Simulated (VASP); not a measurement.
Set up this calculation in VASP 6.6.1, as the native input.

- Task: single point
- Functional: RPBE
- Dispersion: D3(BJ)
- Potentials or basis: VASP PAW PBE potentials, release 64 (Mg)
- Cutoff: 520 eV
- k mesh: 10 × 10 × 10
- Occupations: gaussian, width 0.15 eV
- Spin: no spin polarisation
- Dipole correction: no
- Further INCAR settings: ALGO = Normal; EDIFF = 1e-07; NBANDS = 7

The structure of Mg lies in POSCAR:

```
Mg
1.0
    0.0000000000      2.2442560000      2.2442560000
    2.2442560000      0.0000000000      2.2442560000
    2.2442560000      2.2442560000      0.0000000000
Mg
1
Direct
    0.0000000000      0.0000000000      0.0000000000
```

These files were run (other wordings do the same):

INCAR

```
SYSTEM = Mg
PREC     = Accurate       ! precision mode
ENCUT    = 520            ! plane-wave cutoff, eV
EDIFF    = 1E-7           ! SCF threshold, eV
ISMEAR   = 0              ! smearing method
SIGMA    = 0.15           ! smearing width, eV
LREAL    = .False.        ! projectors in reciprocal space
LASPH    = .True.         ! aspherical terms in the spheres
NELM     = 100            ! most SCF steps
ALGO     = Normal         ! electronic algorithm
ISIF     = 2              ! what is computed and relaxed
LWAVE    = .False.        ! write WAVECAR
LCHARG   = .True.         ! write CHGCAR
GGA      = RP             ! functional
IVDW     = 12             ! dispersion correction
LELF     = .True.         ! ELF
LVHAR    = .True.       
NBANDS   = 7              ! bands
```

KPOINTS

```
regular mesh
0
Gamma
  10 10 10
  0 0 0
```

Potentials or basis: VASP PAW PBE potentials, release 64 (Mg).

The run is started by

```bash
$ cat potpaw_PBE.64/Mg/POTCAR > POTCAR
$ mpirun -np 1 vasp_std > vasp.out
```

Results of the run:

```yaml
Pressure: -12.5 GPa
Band_gap_on_the_k_mesh: zero (band 1 reaches 3.65 eV, above the bottom of band 2 at 1.55 eV)
Dispersion_energy_per_atom: -1.306 eV
```

Caveat: the PAW data sets were made with another functional, which shifts forces and pressure a little; pairwise dispersion overbinds metals, which lowers pressure and volume.

Run time: 18 s on 1 thread of AMD EPYC 7R13, with other jobs on the host, peak memory 0.12 GiB.
